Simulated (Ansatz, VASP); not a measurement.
# One calculation of Rb, two programs

INCAR

```
  ALGO = Normal
  EDIFF = 1E-6
  ENCUT = 520
  GGA = RE
  ISIF = 2
  ISMEAR = -1
  LASPH = T
  LCHARG = T
  LELF = T
  LREAL = F
  LVHAR = T
  LWAVE = F
  NBANDS = 16
  NELM = 80
  PREC = Accurate
  SIGMA = 0.1
```

KPOINTS

```
k-points
0
Gamma
  8 8 4
```

Contents of POSCAR:

```
Rb
1.0
    5.1144520529      0.0000000000      0.0000000000
   -2.5572260265      4.4292454043      0.0000000000
    0.0000000000      0.0000000000      8.4343253476
Rb
2
Direct
    0.3333333333      0.6666666667      0.2500000000
    0.6666666667      0.3333333333      0.7500000000
```

Input for Ansatz:

```yaml
crystal:
  lattice:
    - [5.1144520529, 0.0, 0.0]
    - [-2.5572260265, 4.4292454043, 0.0]
    - [0.0, 0.0, 8.4343253476]
  atoms:
    - { symbol: Rb, position: [0.3333333333, 0.6666666667, 0.25] }
    - { symbol: Rb, position: [0.6666666667, 0.3333333333, 0.75] }
hamiltonian:
  xc: revpbe
  pseudopotentials:
    kind: paw
    azcp:
      Rb: "pseudopotentials/Rb.paw.azcp"
basis:
  ecutwfc: 420
  fft_grid_basis: typed
kpoints:
  mp_grid: { grid: [8, 8, 4], shift: [0, 0, 0] }
magnetization:
  spin_polarized: false
scf:
  occupations: { method: fermi_dirac, width: 0.1 }
  lower_state_search: "off"
output:
  stress: true
```

Alike in both runs: task single point; functional revPBE; k mesh 8 × 8 × 4; occupations fermi-dirac, width 0.1 eV; no spin polarisation.

|  | VASP | Ansatz |
| --- | --- | --- |
| version | VASP 6.6.1 | Ansatz 0.2.0 |
| potentials or method | VASP PAW PBE potentials, release 64 (Rb_sv), cutoff 520 eV | plane waves (420 eV) with PAW, scalar-relativistic |
| valence electrons in the cell | 18 | 18 |

|  | VASP | Ansatz | Ansatz less VASP |
| --- | --- | --- | --- |
| pressure (GPa) | 0.1 | 0.1 | 0.00 |

VASP's potentials were made for PBE, not for revPBE. With one functional, cell and mesh, what is left measures potentials, basis and numerics.
